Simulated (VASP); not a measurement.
A run of VASP 6.6.1 is set up as follows.

Contents of INCAR:

```
SYSTEM = Al
PREC = Accurate
ENCUT = 520
EDIFF = 1E-6
ISMEAR = 0
SIGMA = 0.1
LREAL = .False.
LASPH = .True.
NELM = 60
ALGO = Normal
ISIF = 2
LWAVE = .False.
LCHARG = .False.
GGA = PE
NBANDS = 8
```

The input KPOINTS:

```
Automatic mesh
0
Gamma
  10 10 10
  0 0 0
```

The input POSCAR:

```
Al
1.0
    0.0000000000      2.0742098517      2.0742098517
    2.0742098517      0.0000000000      2.0742098517
    2.0742098517      2.0742098517      0.0000000000
Al
1
Direct
    0.0000000000      0.0000000000      0.0000000000
```

Potentials or basis: VASP PAW PBE potentials, release 64 (Al).

Launch:

```console
$ cat potpaw_PBE.64/Al/POTCAR > POTCAR
$ mpirun -np 1 vasp_std > vasp.out
```

(1) Predict the pressure.

Answers

(1) -4.7 GPa.
